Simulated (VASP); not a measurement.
# WSe2 in VASP: single point with PBE+D3(BJ)

Aim: the single point of WSe2 with PBE+D3(BJ).

All numbers are computed with VASP 6.6.1; they aren't measurements. Logs are shortened: lines on timing, memory, paths and dates and some standing lists are left out, and cuts for length are marked.

### 1 The cell of the first run

The cell holds a slab with vacuum, 6 atoms: a = 3.318 Å, b = 3.318 Å, c = 24.069 Å, α = 90.00°, β = 90.00°, γ = 120.00°.

### 2 Single point, PBE+D3(BJ)

The input, INCAR:

```
SYSTEM = WSe2
PREC = Accurate
ENCUT = 520
EDIFF = 1E-6
ISMEAR = 0
SIGMA = 0.02
LREAL = .False.
LASPH = .True.
NELM = 100
ALGO = Normal
ISIF = 2
LWAVE = .False.
LCHARG = .False.
GGA = PE
IVDW = 12
NBANDS = 35
```

The input, KPOINTS:

```
regular mesh
0
Gamma
  9 9 2
  0 0 0
```

The input, POSCAR:

```
WSe2
1.0
    3.3178532690      0.0000000000      0.0000000000
   -1.6589266345      2.8733452170      0.0000000000
    0.0000000000      0.0000000000     24.0685192700
W Se
2 4
Direct
    0.6666666667      0.3333333333      0.1327688943
    0.3333333333      0.6666666667      0.8672311057
    0.3333333333      0.6666666667      0.2022358518
    0.6666666667      0.3333333333      0.9366733426
    0.3333333333      0.6666666667      0.0633266574
    0.6666666667      0.3333333333      0.7977641482
```

Potentials or basis: VASP PAW PBE potentials, release 64 (W_sv, Se).

Run with:

```bash
> cat potpaw_PBE.64/W_sv/POTCAR potpaw_PBE.64/Se/POTCAR > POTCAR
> mpirun -np 1 vasp_std > vasp.out
```

OUTCAR:

```text
SYSTEM = WSe2
   PREC = Accurate
   ENCUT = 520
   EDIFF = 1E-6
   ISMEAR = 0
   LREAL = .False.
   LASPH = .True.
   NELM = 100
   ISIF = 2
   GGA = PE
   IVDW = 12
 IVDW          = 12

 ion  position               nearest neighbor table
   1  0.667  0.333  0.133-   5 2.54   5 2.54   5 2.54   3 2.54   3 2.54   3 2.54
   2  0.333  0.667  0.867-   4 2.54   4 2.54   4 2.54   6 2.54   6 2.54   6 2.54
   3  0.333  0.667  0.202-   1 2.54   1 2.54   1 2.54
   4  0.667  0.333  0.937-   2 2.54   2 2.54   2 2.54
   5  0.333  0.667  0.063-   1 2.54   1 2.54   1 2.54
   6  0.667  0.333  0.798-   2 2.54   2 2.54   2 2.54

  LATTYP: Found a hexagonal cell.
 ALAT       =     3.3178532690
 C/A-ratio  =     7.2542446331

  Lattice vectors:

 A1 = (   3.3178532690,   0.0000000000,   0.0000000000)
 A2 = (  -1.6589266345,   2.8733452170,   0.0000000000)
 A3 = (   0.0000000000,   0.0000000000,  24.0685192700)

Analysis of symmetry for initial positions (statically):
=====================================================================
 Subroutine PRICEL returns:
 Original cell was already a primitive cell.

 Routine SETGRP: Setting up the symmetry group for a
 hexagonal supercell.

 Subroutine GETGRP returns: Found 12 space group operations
 (whereof 12 operations were pure point group operations)
 out of a pool of 24 trial point group operations.

The static configuration has the point symmetry D_3d.

Analysis of symmetry for dynamics (positions and initial velocities):
=====================================================================
 Subroutine PRICEL returns:
 Original cell was already a primitive cell.

 Routine SETGRP: Setting up the symmetry group for a
 hexagonal supercell.

 Subroutine GETGRP returns: Found 12 space group operations
 (whereof 12 operations were pure point group operations)
 out of a pool of 24 trial point group operations.

The dynamic configuration has the point symmetry D_3d.

 Subroutine INISYM returns: Found 12 space group operations
 (whereof 12 operations are pure point group operations),
 and found     1 'primitive' translations

----------------------------------------------------------------------------------------

                                     Primitive cell

  volume of cell :     229.4533

  direct lattice vectors                    reciprocal lattice vectors
     3.317853269  0.000000000  0.000000000     0.301399706  0.174013201  0.000000000
    -1.658926634  2.873345217  0.000000000     0.000000000  0.348026403  0.000000000
     0.000000000  0.000000000 24.068519270     0.000000000  0.000000000  0.041548048

  length of vectors
     3.317853269  3.317853269 24.068519270     0.348026403  0.348026403  0.041548048

  position of ions in fractional coordinates (direct lattice)
     0.666666667  0.333333333  0.132768894
     0.333333333  0.666666667  0.867231106
     0.333333333  0.666666667  0.202235852
     0.666666667  0.333333333  0.936673343
     0.333333333  0.666666667  0.063326657
     0.666666667  0.333333333  0.797764148

  ion indices of the primitive-cell ions
   primitive index   ion index
                 1           1
                 2           2
                 3           3
                 4           4
                 5           5
                 6           6

----------------------------------------------------------------------------------------

 KPOINTS: regular mesh

Automatic generation of k-mesh.
 Grid dimensions read from file:
 generate k-points for:    9    9    2

 Generating k-lattice:

  Cartesian coordinates                     Fractional coordinates (reciprocal lattice)
     0.033488856  0.019334800  0.000000000     0.111111111  0.000000000  0.000000000
     0.000000000  0.038669600  0.000000000     0.000000000  0.111111111  0.000000000
     0.000000000  0.000000000  0.020774024     0.000000000  0.000000000  0.500000000

  Length of vectors
     0.038669600  0.038669600  0.020774024

  Shift w.r.t. Gamma in fractional coordinates (k-lattice)
     0.000000000  0.000000000  0.000000000

 Subroutine IBZKPT returns following result:
 ===========================================

 Found     24 irreducible k-points:

 Following reciprocal coordinates:
            Coordinates               Weight
  0.000000  0.000000  0.000000      1.000000
  0.111111  0.000000  0.000000      6.000000
  0.222222  0.000000  0.000000      6.000000
  0.333333  0.000000  0.000000      6.000000
  0.444444  0.000000  0.000000      6.000000
  0.111111  0.111111  0.000000      6.000000
[... 16 lines left out ...]
  0.333333  0.222222  0.500000     12.000000
  0.333333  0.333333  0.500000      2.000000
   k-points           NKPTS =     24   k-points in BZ     NKDIM =     24   number of bands    NBANDS=     35
   number of dos      NEDOS =    301   number of ions     NIONS =      6
   total plane-waves  NPLWV = 141120
   dimension x,y,z NGX =    28 NGY =   28 NGZ =  180
   dimension x,y,z NGXF=    56 NGYF=   56 NGZF=  360
   ions per type =               2   4
   NGX,Y,Z   is equivalent  to a cutoff of  14.03, 14.03, 12.43 a.u.
   NGXF,Y,Z  is equivalent  to a cutoff of  28.06, 28.06, 24.87 a.u.
 SYSTEM =  WSe2
   PREC   = accura    normal or accurate (medium, high low for compatibility)
   ISTART =      0    job   : 0-new  1-cont  2-samecut
   ICHARG =      2    charge: 1-file 2-atom 10-const
   ISPIN  =      1    spin polarized calculation?
   LNONCOLLINEAR =      F non collinear calculations
   LSORBIT =      F    spin-orbit coupling
   LASPH  =      T    aspherical Exc in radial PAW
   ENCUT  =  520.0 eV  38.22 Ry    6.18 a.u.   6.17  6.17 44.75*2*pi/ulx,y,z
   NELM   =    100;   NELMIN=  2; NELMDL= -5     # of ELM steps
   EDIFF  = 0.1E-05   stopping-criterion for ELM
   LREAL  =      F    real-space projection
   EDIFFG = 0.1E-04   stopping-criterion for IOM
   NSW    =      0    number of steps for IOM
   IBRION =     -1    ionic relax: 0-MD 1-quasi-New 2-CG
   NFREE  =      0    steps in history (QN), initial steepest desc. (CG)
   ISIF   =      2    stress and relaxation
   ISYM   =      2    0-nonsym 1-usesym 2-fastsym
   POTIM  = 0.5000    time-step for ionic-motion
   TEBEG  =    0.0;   TEEND  =   0.0 temperature during run
   PSTRESS=    0.0 pullay stress
   NELECT =      52.0000    total number of electrons
   NUPDOWN=      -1.0000    fix difference up-down
   EMIN   =  10.00;   EMAX   =-10.00  energy-range for DOS
   EFERMI =   0.00;   METHOD = LEGACY
   ISMEAR =     0;   SIGMA  =   0.02  broadening in eV -4-tet -1-fermi 0-gaus
   EFERMI_NEDOS =   21; number of points for ismear=-14 and -15
   IALGO  =     38    algorithm
   IMIX   =      4    mixing-type and parameters
     AMIX     =   0.40;   BMIX     =  1.00
     AMIX_MAG =   1.60;   BMIX_MAG =  1.00
  volume/ion in A,a.u.               =      38.24       258.07
  Fermi-wavevector in a.u.,A,eV,Ry     =   0.998109  1.886152 13.554408  0.996221
  Thomas-Fermi vector in A             =   2.130310
   LORBIT       =      0    0 simple, 1 ext, 2 COOP (PROOUT), +10 PAW based schemes
   GGA     = PE    functional components
   LHFCALC =     F    Hartree Fock is set to
   AEXX    =    0.0000 exact exchange contribution
   IVDW    =    12    specifies the selected vdW correction
   LEPSILON=     F    determine dielectric tensor
   LRPA    =     F    only Hartree local field effects (RPA)
 non-spin polarized calculation
 Gauss-broadening in eV      SIGMA  =   0.02
  energy-cutoff  :      520.00
  volume of cell :      229.45
 maximum number of plane-waves:      6209
 NGX is ok and might be reduce to    28
   NGX = 13   NGY = 13   NGZ = 89

 number of electron      51.9999998 magnetization

 Free energy of the ion-electron system (eV)
  ---------------------------------------------------
  ext. energy  EPLUGINS =         0.00000000
  ---------------------------------------------------
  free energy    TOTEN  =       -43.18479837 eV

  energy without entropy =      -43.18479837  energy(sigma->0) =      -43.18479837

 E-fermi :   1.1123     XC(G=0):  -6.1724

 val. band max:        0.9894017880   @ k =   0.0000   0.0000   0.5000
 cond. band min:       2.2998485626   @ k =   0.3333   0.3333   0.0000
 fundamental gap:      1.3104467745
 Fermi energy:         1.1123096766

 k-point     1 :       0.0000    0.0000    0.0000
  band No.  band energies     occupation
      1     -73.3041      2.00000
      2     -73.3041      2.00000
      3     -37.5277      2.00000
      4     -37.5277      2.00000
      5     -37.4264      2.00000
      6     -37.4264      2.00000
[... 27 lines left out ...]
     34       3.9038      0.00000
     35       5.0904      0.00000

 k-point     2 :       0.1111    0.0000    0.0000
  band No.  band energies     occupation
      1     -73.3030      2.00000
      2     -73.3030      2.00000
      3     -37.5230      2.00000
      4     -37.5229      2.00000
      5     -37.4514      2.00000
      6     -37.4514      2.00000
[... 27 lines left out ...]
     34       4.0025      0.00000
     35       5.5459      0.00000

 k-point     3 :       0.2222    0.0000    0.0000
  band No.  band energies     occupation
      1     -73.3003      2.00000
      2     -73.3003      2.00000
      3     -37.5143      2.00000
      4     -37.5143      2.00000
      5     -37.5109      2.00000
      6     -37.5109      2.00000
[... 27 lines left out ...]
     34       4.6056      0.00000
     35       6.2103      0.00000

 k-point     4 :       0.3333    0.0000    0.0000
  band No.  band energies     occupation
      1     -73.2973      2.00000
      2     -73.2973      2.00000
      3     -37.5849      2.00000
      4     -37.5848      2.00000
      5     -37.4972      2.00000
      6     -37.4972      2.00000
[... 27 lines left out ...]
     34       5.0587      0.00000
     35       6.4810      0.00000

 k-point     5 :       0.4444    0.0000    0.0000
  band No.  band energies     occupation
      1     -73.2953      2.00000
      2     -73.2953      2.00000
      3     -37.6304      2.00000
      4     -37.6304      2.00000
      5     -37.4882      2.00000
      6     -37.4882      2.00000
[... 638 lines left out ...]
 k-point    22 :       0.2222    0.2222    0.5000
  band No.  band energies     occupation
      1     -73.2960      2.00000
      2     -73.2960      2.00000
      3     -37.5890      2.00000
      4     -37.5890      2.00000
      5     -37.4985      2.00000
      6     -37.4985      2.00000
[... 27 lines left out ...]
     34       5.4717      0.00000
     35       7.0374      0.00000

 k-point    23 :       0.3333    0.2222    0.5000
  band No.  band energies     occupation
      1     -73.2944      2.00000
      2     -73.2944      2.00000
      3     -37.6055      2.00000
      4     -37.6055      2.00000
      5     -37.5256      2.00000
      6     -37.5256      2.00000
[... 27 lines left out ...]
     34       5.4885      0.00000
     35       6.3075      0.00000

 k-point    24 :       0.3333    0.3333    0.5000
  band No.  band energies     occupation
      1     -73.2939      2.00000
      2     -73.2939      2.00000
      3     -37.5843      2.00000
      4     -37.5843      2.00000
      5     -37.5621      2.00000
      6     -37.5621      2.00000
[... 27 lines left out ...]
     34       5.5268      0.00000
     35       6.7676      0.00000

------------------------ aborting loop because EDIFF is reached ----------------------------------------

 Edisp (eV)   -2.37658

 E8    (eV) :    -1.0927

  FORCE on cell =-STRESS in cart. coord.  units (eV):
  Direction    XX          YY          ZZ          XY          YZ          ZX
  --------------------------------------------------------------------------------------
  -------------------------------------------------------------------------------------
  Total      -1.64689    -1.64689     0.21947    -0.00000     0.00000     0.00000
  in kB     -11.49953   -11.49953     1.53244    -0.00000     0.00000     0.00000
  external pressure =       -7.16 kB  Pullay stress =        0.00 kB

 VOLUME and BASIS-vectors are now :
 -----------------------------------------------------------------------------
  energy-cutoff  :      520.00
  volume of cell :      229.45
      direct lattice vectors                 reciprocal lattice vectors
     3.317853269  0.000000000  0.000000000     0.301399706  0.174013201  0.000000000
    -1.658926634  2.873345217  0.000000000     0.000000000  0.348026403  0.000000000
     0.000000000  0.000000000 24.068519270     0.000000000  0.000000000  0.041548048

 POSITION                                       TOTAL-FORCE (eV/Angst)
 -----------------------------------------------------------------------------------
      1.65893      0.95778      3.19555         0.000000      0.000000     -0.004033
     -0.00000      1.91556     20.87297        -0.000000      0.000000      0.004033
     -0.00000      1.91556      4.86752        -0.000000     -0.000000      0.044704
      1.65893      0.95778     22.54434         0.000000      0.000000      0.047594
     -0.00000      1.91556      1.52418         0.000000     -0.000000     -0.047594
      1.65893      0.95778     19.20100         0.000000      0.000000     -0.044704
 -----------------------------------------------------------------------------------
    total drift:                                0.000000      0.000000      0.000000

  FREE ENERGIE OF THE ION-ELECTRON SYSTEM (eV)
  ---------------------------------------------------
  free  energy   TOTEN  =       -45.5613743530 eV

  energy  without entropy=      -45.5613743530  energy(sigma->0) =      -45.56137435
```

Run time: 12 min. Hardware: 1 thread of Intel Xeon 8259CL, shared host; peak memory 0.47 GiB.

What came out:

```
Free energy                : -45.5614 eV
Largest force              : 0.048 eV/Å
Band gap on the k mesh     : 1.31 eV (least direct gap 1.49 eV)
Dispersion energy per atom : -0.396 eV
```

Forces on the atoms (eV/Å):
```
W    0.000  0.000 -0.004
W    0.000  0.000  0.004
Se   0.000  0.000  0.045
Se   0.000  0.000  0.048
Se   0.000  0.000 -0.048
Se   0.000  0.000 -0.045
```

Caveat: there is no dipole correction, which matters where the two faces differ; spin-orbit coupling is left out, which moves the levels of the heavy elements.
